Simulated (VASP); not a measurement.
# MgO (P6_3mc) in VASP: a series of runs, part 2 of 2

VASP 6.6.1.

### Step 3. Single point, LDA

This run uses another cell than the first one, of the same volume but with other edges.

The input, INCAR:

```
SYSTEM = MgO
ALGO     = Normal         ! electronic algorithm
EDIFF    = 1E-7           ! SCF threshold, eV
ENCUT    = 520            ! plane-wave cutoff, eV
ISIF     = 2              ! what is computed and relaxed
ISMEAR   = 0              ! smearing method
LASPH    = .True.         ! aspherical terms in the spheres
LCHARG   = .False.        ! write CHGCAR
LREAL    = .False.        ! projectors in reciprocal space
LWAVE    = .False.        ! write WAVECAR
NBANDS   = 16             ! bands
NELM     = 80             ! most SCF steps
PREC     = Accurate       ! precision mode
SIGMA    = 0.05           ! smearing width, eV
```

The input, KPOINTS:

```
k-points
0
Gamma
  9 9 6
  0 0 0
```

The input, POSCAR:

```
MgO
1.0
    3.1127467302      0.0000000000      0.0000000000
   -1.5563733651      2.6957177438      0.0000000000
    0.0000000000      0.0000000000      5.6268854149
Mg O
2 2
Direct
    0.3333333333      0.6666666667      0.0021597400
    0.6666666667      0.3333333333      0.5021597400
    0.3333333333      0.6666666667      0.4024402600
    0.6666666667      0.3333333333      0.9024402600
```

Potentials or basis: VASP PAW LDA potentials, release 64 (Mg, O).

Run with:

```console
$ cat potpaw_LDA.64/Mg/POTCAR potpaw_LDA.64/O/POTCAR > POTCAR
$ mpirun -np 1 vasp_std > vasp.out
```

OUTCAR:

```text
SYSTEM = MgO
   EDIFF = 1E-7
   ENCUT = 520
   ISIF = 2
   ISMEAR = 0
   LASPH = .True.
   LREAL = .False.
   NELM = 80
   PREC = Accurate

 ion  position               nearest neighbor table
   1  0.333  0.667  0.002-   4 1.88   4 1.88   4 1.88   3 2.25   2 3.34   2 3.34   2 3.34   2 3.34
                             2 3.34   2 3.34
   2  0.667  0.333  0.502-   3 1.88   3 1.88   3 1.88   4 2.25   1 3.34   1 3.34   1 3.34   1 3.34
                             1 3.34   1 3.34
   3  0.333  0.667  0.402-   2 1.88   2 1.88   2 1.88   1 2.25
   4  0.667  0.333  0.902-   1 1.88   1 1.88   1 1.88   2 2.25

  LATTYP: Found a hexagonal cell.
 ALAT       =     3.1127467302
 C/A-ratio  =     1.8076913744

  Lattice vectors:

 A1 = (   3.1127467302,   0.0000000000,   0.0000000000)
 A2 = (  -1.5563733651,   2.6957177438,   0.0000000000)
 A3 = (   0.0000000000,   0.0000000000,   5.6268854149)

Analysis of symmetry for initial positions (statically):
=====================================================================
 Subroutine PRICEL returns:
 Original cell was already a primitive cell.

 Routine SETGRP: Setting up the symmetry group for a
 hexagonal supercell.

 Subroutine GETGRP returns: Found 12 space group operations
[... 170 lines left out ...]
  energy without entropy =      -25.68444001  energy(sigma->0) =      -25.68444001

 E-fermi :   0.6922     XC(G=0): -10.2404

 val. band max:        0.4602259936   @ k =   0.0000   0.0000   0.0000
 cond. band min:       4.0149376911   @ k =   0.0000   0.0000   0.0000
 fundamental gap:      3.5547116975
 Fermi energy:         0.6921998647

 k-point     1 :       0.0000    0.0000    0.0000
  band No.  band energies     occupation
      1     -15.2113      2.00000
      2     -14.6576      2.00000
      3      -2.7827      2.00000
      4       0.3268      2.00000
      5       0.3268      2.00000
      6       0.3804      2.00000
[... 433 lines left out ...]
      3      -1.8455      2.00000
      4      -1.3247      2.00000
      5      -1.3247      2.00000
      6      -1.0449      2.00000
[... 8 lines left out ...]
     15      14.0740      0.00000
     16      18.8099      0.00000

 [... further k-points ...]
[... 5 lines left out ...]
  --------------------------------------------------------------------------------------
  -------------------------------------------------------------------------------------
  Total        3.7010543      3.7010543     -5.2700769      0.0000000      0.0000000      0.0000000
  in kB      125.5884673    125.5884673   -178.8303625      0.0000000      0.0000000      0.0000000
  external PRESSURE =      24.1155240 kB  Pullay stress =       0.0000000 kB

 VOLUME and BASIS-vectors are now :
 -----------------------------------------------------------------------------
  energy-cutoff  :      520.00
  volume of cell :       47.22
      direct lattice vectors                 reciprocal lattice vectors
     3.112746730  0.000000000  0.000000000     0.321259674  0.185479359  0.000000000
    -1.556373365  2.695717744  0.000000000     0.000000000  0.370958719  0.000000000
     0.000000000  0.000000000  5.626885415     0.000000000  0.000000000  0.177718209

 POSITION                                       TOTAL-FORCE (eV/Angst)
 -----------------------------------------------------------------------------------
     -0.00000      1.79715      0.01215         0.000000      0.000000      1.036367
      1.55637      0.89857      2.82560        -0.000000     -0.000000      1.036367
     -0.00000      1.79715      2.26449         0.000000      0.000000     -1.036367
      1.55637      0.89857      5.07793        -0.000000     -0.000000     -1.036367
 -----------------------------------------------------------------------------------
    total drift:                               -0.000000     -0.000000     -0.002062

  FREE ENERGIE OF THE ION-ELECTRON SYSTEM (eV)
  ---------------------------------------------------
  free  energy   TOTEN  =       -25.6844400139 eV

  energy  without entropy=      -25.6844400139  energy(sigma->0) =      -25.68444001
```

OSZICAR:

```text
N       E                     dE             d eps       ncg     rms          rms(c)
DAV:   1     0.563903683474E+02    0.56390E+02   -0.75343E+03  1544   0.880E+02
DAV:   2    -0.265306622336E+02   -0.82921E+02   -0.76419E+02  1968   0.196E+02
DAV:   3    -0.303531103932E+02   -0.38224E+01   -0.38137E+01  1888   0.434E+01
DAV:   4    -0.303690657306E+02   -0.15955E-01   -0.15955E-01  1920   0.328E+00
DAV:   5    -0.303691423044E+02   -0.76574E-04   -0.76573E-04  1952   0.213E-01    0.119E+01
DAV:   6    -0.259005641043E+02    0.44686E+01   -0.13133E+01  1544   0.267E+01    0.402E+00
DAV:   7    -0.257617454059E+02    0.13882E+00   -0.22944E-01  1568   0.369E+00    0.219E+00
DAV:   8    -0.256867843857E+02    0.74961E-01   -0.13194E-01  1872   0.347E+00    0.481E-01
DAV:   9    -0.256843000978E+02    0.24843E-02   -0.53080E-03  1784   0.611E-01    0.130E-01
DAV:  10    -0.256844429394E+02   -0.14284E-03   -0.25920E-04  1792   0.136E-01    0.159E-02
DAV:  11    -0.256844402399E+02    0.26995E-05   -0.15003E-05  1880   0.327E-02    0.102E-02
DAV:  12    -0.256844401701E+02    0.69817E-07   -0.59509E-06  1840   0.212E-02    0.477E-03
DAV:  13    -0.256844400456E+02    0.12445E-06   -0.32456E-07  1688   0.507E-03    0.212E-03
DAV:  14    -0.256844400139E+02    0.31730E-07   -0.34612E-08   976   0.175E-03
   1 F= -.25684440E+02 E0= -.25684440E+02  d E =-.778994E-13
```

stdout:

```text
POSCAR found type information on POSCAR MgO
 POSCAR found :  2 types and       4 ions
 scaLAPACK will be used
 LDA part: xc-table for (Slater(with rela. corr.)+CA(PZ))
 , standard interpolation
 POSCAR, INCAR and KPOINTS ok, starting setup
 FFT: planning ... GRIDC
 FFT: planning ... GRID_SOFT
 FFT: planning ... GRID
 WAVECAR not read
 entering main loop
```

Run time: 29 s. Hardware: 1 thread of Intel Xeon 8259CL, shared host; peak memory 0.16 GiB.

What came out:

| Item | Value |
| --- | --- |
| Free energy | -25.6844 eV |
| Pressure | 2.4 GPa |
| Largest force | 1.036 eV/Å |
| Band gap on the k mesh | 3.55 eV, direct |

Forces in eV/Å, atoms in the order of the input:
```
Mg   0.000  0.000  1.036
Mg   0.000  0.000  1.036
O    0.000  0.000 -1.036
O    0.000  0.000 -1.036
```

Stress tensor (GPa, compression positive):
```
 12.56   0.00   0.00
  0.00  12.56   0.00
  0.00   0.00 -17.88
```

Levels at points of the mesh, in eV from the valence-band top:
```tsv
k point	band 4	band 5	band 6	band 7	band 8	band 9	band 10	band 11	band 12	band 13
(0.00, 0.00, 0.00)	-0.13	-0.13	-0.08	0.00	0.00	3.55	9.07	9.36	14.88	15.96
(0.00, 0.00, 0.50)	-2.01	-0.07	-0.07	-0.07	-0.07	6.01	6.01	12.27	12.27	16.42
```

Caveat: forces of over 1 eV/Å act on the atoms, so gaps and moduli don't describe the material at rest. A k mesh can miss the band edges.
